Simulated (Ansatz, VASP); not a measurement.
# One calculation of Pd, two programs

```
CELL_PARAMETERS angstrom
0.00000 2.00930 2.00930
2.00930 0.00000 2.00930
2.00930 2.00930 0.00000
ATOMIC_POSITIONS crystal
Pd 0.00000 0.00000 0.00000
```

Alike in both runs: functional PBE; k mesh 18 × 18 × 18; occupations fermi-dirac, width 0.05 eV; no spin polarisation.

Ansatz relaxed the structure, and its values are those at the end. VASP's run is a single point on that final structure, the one shown.

|  | VASP | Ansatz |
| --- | --- | --- |
| version | VASP 6.6.1 | Ansatz 0.2.0 |
| potentials or method | VASP PAW PBE potentials, release 64 (Pd), cutoff 520 eV | all-electron LAPW, non-relativistic |

Ansatz gave:

```
pressure (GPa) : 0.0
```

What did VASP give for the same quantities?

Pressure (GPa): -8.4.

One of these differences is far larger than is usual between the two programs; its cause wasn't traced. Ansatz ran all-electron here, and VASP with PAW potentials.
